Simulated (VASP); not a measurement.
Runs of VASP 6.6.1 on Bi. The structure is that of space group R-3m (No. 166), or close to it. The cells are those of the table. 

```tsv
level	potentials or basis	cell	k mesh	smearing	gap on the mesh (eV)	pressure (GPa)	largest force (eV/Å)
PBE	VASP PAW PBE potentials, release 64 (Bi_d)	a = 4.795 Å, angles 56.4°, 2 atoms	6 × 6 × 6	fermi-dirac 0.05 eV	none	(a)	0.02
LDA	VASP PAW LDA potentials, release 64 (Bi_d)	a = 4.822 Å, angles 57.3°, 2 atoms	7 × 7 × 7	fermi-dirac 0.05 eV	0.24	(d)	0.17
LDA	VASP PAW LDA potentials, release 64 (Bi_d)	a = 4.729 Å, angles 57.3°, 2 atoms	7 × 7 × 7	gaussian 0.02 eV	0.27	-1.5	0.07
PBE	VASP PAW PBE potentials, release 64 (Bi_d)	a = 4.696 Å, angles 57.7°, 2 atoms	6 × 6 × 6	fermi-dirac 0.05 eV	none	(b)	0.18
r2SCAN	VASP PAW PBE potentials, release 64 (Bi_d)	a = 4.729 Å, angles 57.3°, 2 atoms	7 × 7 × 7	fermi-dirac 0.05 eV	(c)	1.1	0.03
```

Alike in all rows: task single point; no spin polarisation; cutoff (eV) 520.

Problem. Estimate the missing entries.

Solution. (a) 1.2; (b) 2.6; (c) 0.29; (d) -3.8.

Caveats: spin-orbit coupling is left out, which moves the levels of the heavy elements; the PAW data sets were made with another functional, which shifts forces and pressure a little (some runs).

A k mesh can miss the band edges, and the runs leave out spin-orbit coupling on Bi.

A gap of «none» marks levels without a gap at the run's occupations.
